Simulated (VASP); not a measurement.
# RbCl in VASP: notebook

The runs below take RbCl through single point, with LDA.

Program: VASP 6.6.1. These are calculated values, not measurements. Logs are shortened: lines on timing, memory, paths and dates and some standing lists are left out, and cuts for length are marked.

**1. The cell of the first run**

The structure is cubic, space group Fm-3m (No. 225). The conventional cell has a = 6.345 Å, b = 6.345 Å, c = 6.345 Å, α = 90.00°, β = 90.00°, γ = 90.00°. Rb (site symmetry m-3m) has 6 Cl at 3.17 Å within 4.2 Å. Within 4.2 Å of Cl (site symmetry m-3m) lie 6 Rb at 3.17 Å.

**2. Single point, LDA**

File INCAR:

```
PREC = Accurate ; ENCUT = 500
EDIFF = 1E-6 ; ISMEAR = 0
SIGMA = 0.01 ; LREAL = F
LASPH = T ; NELM = 120
ALGO = Normal ; ISIF = 2
LWAVE = F ; LCHARG = F
NBANDS = 15 ; GGA_COMPAT = F
```

File KPOINTS:

```
regular mesh
0
Gamma
  6 6 6
```

File POSCAR:

```
RbCl
1.0
    0.0000000000      3.1725991936      3.1725991936
    3.1725991936      0.0000000000      3.1725991936
    3.1725991936      3.1725991936      0.0000000000
Rb Cl
1 1
Direct
    0.0000000000      0.0000000000      0.0000000000
    0.5000000000      0.5000000000      0.5000000000
```

Potentials or basis: VASP PAW LDA potentials, release 64 (Rb_sv, Cl).

Launch:

```sh
$ cat potpaw_LDA.64/Rb_sv/POTCAR potpaw_LDA.64/Cl/POTCAR > POTCAR
$ mpirun -np 1 vasp_std > vasp.out
```

OUTCAR:

```text
PREC = Accurate
   ENCUT = 500
   EDIFF = 1E-6
   ISMEAR = 0
   LREAL = F
   LASPH = T
   NELM = 120
   ISIF = 2

 ion  position               nearest neighbor table
   1  0.000  0.000  0.000-   2 3.17   2 3.17   2 3.17   2 3.17   2 3.17   2 3.17
   2  0.500  0.500  0.500-   1 3.17   1 3.17   1 3.17   1 3.17   1 3.17   1 3.17

  LATTYP: Found a face centered cubic cell.
 ALAT       =     6.3451983872

  Lattice vectors:

 A1 = (   0.0000000000,   3.1725991936,   3.1725991936)
 A2 = (   3.1725991936,   0.0000000000,   3.1725991936)
 A3 = (   3.1725991936,   3.1725991936,   0.0000000000)

Analysis of symmetry for initial positions (statically):
=====================================================================
 Subroutine PRICEL returns:
 Original cell was already a primitive cell.

 Routine SETGRP: Setting up the symmetry group for a
 face centered cubic supercell.

 Subroutine GETGRP returns: Found 48 space group operations
 (whereof 48 operations were pure point group operations)
 out of a pool of 48 trial point group operations.

The static configuration has the point symmetry O_h .

Analysis of symmetry for dynamics (positions and initial velocities):
=====================================================================
 Subroutine PRICEL returns:
 Original cell was already a primitive cell.

 Routine SETGRP: Setting up the symmetry group for a
 face centered cubic supercell.

 Subroutine GETGRP returns: Found 48 space group operations
 (whereof 48 operations were pure point group operations)
 out of a pool of 48 trial point group operations.

The dynamic configuration has the point symmetry O_h .

 Subroutine INISYM returns: Found 48 space group operations
 (whereof 48 operations are pure point group operations),
 and found     1 'primitive' translations

----------------------------------------------------------------------------------------

                                     Primitive cell

  volume of cell :      63.8669

  direct lattice vectors                    reciprocal lattice vectors
     0.000000000  3.172599194  3.172599194    -0.157599485  0.157599485  0.157599485
     3.172599194  0.000000000  3.172599194     0.157599485 -0.157599485  0.157599485
     3.172599194  3.172599194  0.000000000     0.157599485  0.157599485 -0.157599485

  length of vectors
     4.486732808  4.486732808  4.486732808     0.272970316  0.272970316  0.272970316

  position of ions in fractional coordinates (direct lattice)
     0.000000000  0.000000000  0.000000000
[... 79 lines left out ...]
   PSTRESS=    0.0 pullay stress
   NELECT =      16.0000    total number of electrons
   NUPDOWN=      -1.0000    fix difference up-down
   EMIN   =  10.00;   EMAX   =-10.00  energy-range for DOS
   EFERMI =   0.00;   METHOD = LEGACY
   ISMEAR =     0;   SIGMA  =   0.01  broadening in eV -4-tet -1-fermi 0-gaus
   EFERMI_NEDOS =   21; number of points for ismear=-14 and -15
   IALGO  =     38    algorithm
   IMIX   =      4    mixing-type and parameters
     AMIX     =   0.40;   BMIX     =  1.00
     AMIX_MAG =   1.60;   BMIX_MAG =  1.00
  volume/ion in A,a.u.               =      31.93       215.50
  Fermi-wavevector in a.u.,A,eV,Ry     =   1.032024  1.950242 14.491193  1.065073
  Thomas-Fermi vector in A             =   2.166201
   LORBIT       =      0    0 simple, 1 ext, 2 COOP (PROOUT), +10 PAW based schemes
   GGA     = CA    functional components
   LHFCALC =     F    Hartree Fock is set to
   AEXX    =    0.0000 exact exchange contribution
   IVDW    =     0    specifies the selected vdW correction
   LEPSILON=     F    determine dielectric tensor
   LRPA    =     F    only Hartree local field effects (RPA)
 non-spin polarized calculation
 Gauss-broadening in eV      SIGMA  =   0.01
  energy-cutoff  :      500.00
  volume of cell :       63.87
 maximum number of plane-waves:      1640
 NGX is ok and might be reduce to    36
   NGX = 17   NGY = 17   NGZ = 17

 number of electron      15.9999998 magnetization

 Free energy of the ion-electron system (eV)
  ---------------------------------------------------
  ext. energy  EPLUGINS =         0.00000000
  ---------------------------------------------------
  free energy    TOTEN  =        -7.26586014 eV

  energy without entropy =       -7.26586014  energy(sigma->0) =       -7.26586014

 E-fermi :  -1.5932     XC(G=0):  -8.3551

 val. band max:       -1.6908715472   @ k =   0.0000   0.0000   0.0000
 cond. band min:       3.2159846030   @ k =   0.0000   0.0000   0.0000
 fundamental gap:      4.9068561502
 Fermi energy:        -1.5932207111

 k-point     1 :       0.0000    0.0000    0.0000
  band No.  band energies     occupation
      1     -25.2434      2.00000
      2     -13.7045      2.00000
      3      -9.3564      2.00000
      4      -9.3564      2.00000
      5      -9.3564      2.00000
      6      -1.6909      2.00000
      7      -1.6909      2.00000
      8      -1.6909      2.00000
      9       3.2160      0.00000
     10       6.0582      0.00000
     11       6.0582      0.00000
     12       6.0582      0.00000
     13       7.1863      0.00000
     14       7.1863      0.00000
[... 257 lines left out ...]
      2     -13.6848      2.00000
      3      -9.7128      2.00000
      4      -9.5847      2.00000
      5      -9.3757      2.00000
      6      -2.1599      2.00000
      7      -1.9751      2.00000
      8      -1.8700      2.00000
      9       4.8611      0.00000
     10       6.8112      0.00000
     11       7.3356      0.00000
     12       8.4046      0.00000
     13       9.4234      0.00000
     14      10.4502      0.00000
     15      10.9841      0.00000

------------------------ aborting loop because EDIFF is reached ----------------------------------------

  FORCE on cell =-STRESS in cart. coord.  units (eV):
  Direction    XX          YY          ZZ          XY          YZ          ZX
  --------------------------------------------------------------------------------------
  -------------------------------------------------------------------------------------
  Total        0.1558667      0.1558667      0.1558667     -0.0000000      0.0000000      0.0000000
  in kB        3.9101041      3.9101041      3.9101041     -0.0000000      0.0000000      0.0000000
  external PRESSURE =       3.9101041 kB  Pullay stress =       0.0000000 kB

 VOLUME and BASIS-vectors are now :
 -----------------------------------------------------------------------------
  energy-cutoff  :      500.00
  volume of cell :       63.87
      direct lattice vectors                 reciprocal lattice vectors
     0.000000000  3.172599194  3.172599194    -0.157599485  0.157599485  0.157599485
     3.172599194  0.000000000  3.172599194     0.157599485 -0.157599485  0.157599485
     3.172599194  3.172599194  0.000000000     0.157599485  0.157599485 -0.157599485

 POSITION                                       TOTAL-FORCE (eV/Angst)
 -----------------------------------------------------------------------------------
      0.00000      0.00000      0.00000         0.000000      0.000000     -0.000000
      3.17260      3.17260      3.17260        -0.000000     -0.000000      0.000000
 -----------------------------------------------------------------------------------
    total drift:                                0.000000      0.000000      0.000000

  FREE ENERGIE OF THE ION-ELECTRON SYSTEM (eV)
  ---------------------------------------------------
  free  energy   TOTEN  =        -7.2658601379 eV

  energy  without entropy=       -7.2658601379  energy(sigma->0) =       -7.26586014
```

OSZICAR:

```text
N       E                     dE             d eps       ncg     rms          rms(c)
DAV:   1     0.754177411942E+02    0.75418E+02   -0.69219E+03   480   0.919E+02
DAV:   2    -0.256826285350E+01   -0.77986E+02   -0.70853E+02   653   0.170E+02
DAV:   3    -0.746570352598E+01   -0.48974E+01   -0.48708E+01   634   0.421E+01
DAV:   4    -0.760393259258E+01   -0.13823E+00   -0.13821E+00   713   0.674E+00
DAV:   5    -0.760471465999E+01   -0.78207E-03   -0.78205E-03   655   0.514E-01    0.386E+00
DAV:   6    -0.729758742831E+01    0.30713E+00   -0.40732E-01   578   0.339E+00    0.296E+00
DAV:   7    -0.726657851820E+01    0.31009E-01   -0.74959E-02   655   0.160E+00    0.154E+00
DAV:   8    -0.726564308366E+01    0.93543E-03   -0.84130E-03   620   0.543E-01    0.142E-01
DAV:   9    -0.726576878177E+01   -0.12570E-03   -0.46981E-04   642   0.119E-01    0.876E-02
DAV:  10    -0.726585711041E+01   -0.88329E-04   -0.73558E-05   516   0.557E-02    0.780E-03
DAV:  11    -0.726585933714E+01   -0.22267E-05   -0.42403E-06   668   0.123E-02    0.421E-03
DAV:  12    -0.726586013793E+01   -0.80079E-06   -0.11079E-06   437   0.697E-03
   1 F= -.72658601E+01 E0= -.72658601E+01  d E =-.302785E-45
```

It took 28 s on 1 thread of Intel Xeon Platinum 8375C at 2.90GHz (Ice Lake), shared host; peak memory 0.17 GiB.

What came out:

| Item | Value |
| --- | --- |
| Free energy | -7.2659 eV |
| Pressure | 0.4 GPa |
| Band gap on the k mesh | 4.91 eV, direct |

**3. Single point, LDA**

This run uses another cell than the first one, of 32.42 Å³/atom, 1.015 times its volume.

File INCAR:

```
PREC = Accurate
ENCUT = 500
EDIFF = 1E-6
ISMEAR = 0
SIGMA = 0.01
LREAL = F
LASPH = T
NELM = 120
ALGO = Normal
ISIF = 2
LWAVE = F
LCHARG = F
GGA = CA
NBANDS = 15
GGA_COMPAT = F
```

File KPOINTS:

```
Automatic mesh
0
Gamma
  6 6 6
```

File POSCAR:

```
RbCl
1.0
    0.0000000000      3.1885419031      3.1885419031
    3.1885419031      0.0000000000      3.1885419031
    3.1885419031      3.1885419031      0.0000000000
Rb Cl
1 1
Direct
    0.0000000000      0.0000000000      0.0000000000
    0.5000000000      0.5000000000      0.5000000000
```

Potentials or basis: VASP PAW LDA potentials, release 64 (Rb_sv, Cl).

Launch:

```sh
$ cat potpaw_LDA.64/Rb_sv/POTCAR potpaw_LDA.64/Cl/POTCAR > POTCAR
$ mpirun -np 1 vasp_std > vasp.out
```

It took 25 s on 1 thread of Intel Xeon Platinum 8375C at 2.90GHz (Ice Lake), shared host; peak memory 0.17 GiB.

It converged, with:

* Free energy: -7.2674 eV
* Pressure: 0.0 GPa
* Band gap on the k mesh: 4.86 eV, direct

Levels at points of the mesh, in eV from the valence-band top:
```
           k point  band 6  band 7  band 8  band 9  band 10  band 11
(0.00, 0.00, 0.00)    0.00    0.00    0.00    4.86     7.75     7.75
(0.50, 0.00, 0.00)   -1.09   -0.46   -0.46    7.65     7.96    10.25
(0.50, 0.50, 0.00)   -0.32   -0.09   -0.09    5.75     8.15     9.80
```

(Part 1 of 2 ends here.)
